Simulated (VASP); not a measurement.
Here is a VASP 6.6.1 calculation.

File INCAR:

```
ALGO = Normal ; EDIFF = 1E-6
ENCUT = 520 ; GGA = PE
ISIF = 2 ; ISMEAR = 0
LASPH = True ; LCHARG = False
LREAL = False ; LWAVE = False
NBANDS = 26 ; NELM = 100
PREC = Accurate ; SIGMA = 0.1
```

Contents of KPOINTS:

```
k-points
0
Gamma
  4 4 4
```

Contents of POSCAR:

```
NaB3
1.0
    2.9741949483      0.0000000000      0.0000000000
    0.0000000000      4.8808878533      0.0000000000
    0.0000000000      0.0000000000      5.8041159674
Na B
2 6
Direct
    0.0000000000      0.0000000000      0.5920131770
    0.5000000000      0.5000000000      0.4079868230
    0.0000000000      0.1639925266      0.1092465939
    0.0000000000      0.8360074734      0.1092465939
    0.5000000000      0.6639925266      0.8907534061
    0.5000000000      0.3360074734      0.8907534061
    0.5000000000      0.0000000000     -0.0309338430
    0.0000000000      0.5000000000      1.0309338430
```

Potentials or basis: VASP PAW PBE potentials, release 64 (Na_pv, B).

Command:

```console
$ cat potpaw_PBE.64/Na_pv/POTCAR potpaw_PBE.64/B/POTCAR > POTCAR
$ mpirun -np 1 vasp_std > vasp.out
```

**Question.** Predict the band gap on the k mesh.

**Answer.** Zero (band 16 reaches 5.82 eV, above the bottom of band 17 at 5.41 eV).

**Question.** Predict the largest force.

**Answer.** 0.009 eV/Å.

Forces in eV/Å, atoms in the order of the input:
```
Na   0.000  0.000  0.002
Na   0.000  0.000 -0.002
B    0.000  0.009 -0.003
B    0.000 -0.009 -0.003
B    0.000  0.009  0.003
B    0.000 -0.009  0.003
B    0.000  0.000  0.007
B    0.000  0.000 -0.007
```

Caveat: the k points lie up to 0.53 Å⁻¹ apart.
